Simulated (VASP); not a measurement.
## AgWS4: single point with PBE

AgWS4:

```xyz
6
Lattice="0.0000 4.1313 4.1313 4.1313 0.0000 4.1313 4.1313 4.1313 0.0000" Properties=species:S:1:pos:R:3 pbc="T T T"
Ag    0.0000    0.0000    0.0000
W     6.1970    6.1970    6.1970
S     3.0999    5.1628    5.1628
S     3.0999    3.0999    3.0999
S     5.1628    3.0999    5.1628
S     5.1628    5.1628    3.0999
```

```yaml
Program: VASP 6.6.1
Task: single point
Functional: PBE
Potentials_or_basis: VASP PAW PBE potentials, release 64 (Ag, W_sv, S)
Cutoff: 520 eV
k_mesh: 4 × 4 × 4
Occupations: gaussian, width 0.1 eV
Spin: no spin polarisation
Dipole_correction: no
Further_INCAR_settings: ALGO = Normal; EDIFF = 1e-06; NBANDS = 34
```

The pressure is -14.3 GPa and the largest force is 0.117 eV/Å.

Forces in eV/Å, atoms in the order of the input:
```
Ag   0.000  0.000  0.000
W    0.000  0.000  0.000
S    0.068 -0.068 -0.068
S    0.068  0.068  0.068
S   -0.068  0.068 -0.068
S   -0.068 -0.068  0.068
```

Levels at points of the mesh, in eV from the Fermi level:
| k point | band 22 | band 23 | band 24 | band 25 | band 26 | band 27 |
| --- | --- | --- | --- | --- | --- | --- |
| (0.00, 0.00, 0.00) | 0.06 | 0.06 | 0.49 | 0.49 | 0.49 | 0.67 |
| (0.50, 0.00, 0.00) | -1.74 | -0.78 | 0.02 | 0.02 | 0.49 | 0.49 |
| (0.50, 0.50, 0.00) | -1.93 | -1.31 | -0.16 | -0.08 | -0.08 | 0.06 |

It took 39 s on 1 thread of AMD EPYC 9R45 96-Core Processor (Zen 5) (shared host), peak memory 0.29 GiB.

Caveat: spin-orbit coupling is left out, which moves the levels of the heavy elements.
